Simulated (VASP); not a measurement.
Runs of VASP 6.6.1 on CuI. The structure is that of space group F-43m (No. 216), or close to it. The cells are those of the table. 

| task | cell | cutoff (eV) | gap on the mesh (eV) | pressure (GPa) |
| --- | --- | --- | --- | --- |
| single point | a = 4.216 Å, angles 60.0°, 2 atoms | 520 | 1.77 | 1.4 |
| single point | a = 4.301 Å, angles 60.0°, 2 atoms | 520 | 1.59 | -1.2 |
| single point | a = 4.172 Å, angles 60.0°, 2 atoms | 520 | (b) | 3.1 |
| relaxation of cell and atoms | relaxed from a = 4.287 Å, angles 60.0°, 2 atoms | 600 | (a) | 0.0 |
| single point | a = 4.259 Å, angles 60.0°, 2 atoms | 520 | 1.67 | 0.0 |

Alike in all rows: level r2SCAN; potentials or basis VASP PAW PBE potentials, release 64 (Cu, I); no spin polarisation; k mesh 8 × 8 × 8; smearing gaussian 0.02 eV.

Estimate the missing entries.

(a) 1.68; (b) 1.87.

Caveats: the PAW data sets were made with another functional, which shifts forces and pressure a little; spin-orbit coupling is left out, which moves the levels of the heavy elements.

A k mesh can miss the band edges, and the runs leave out spin-orbit coupling on I.
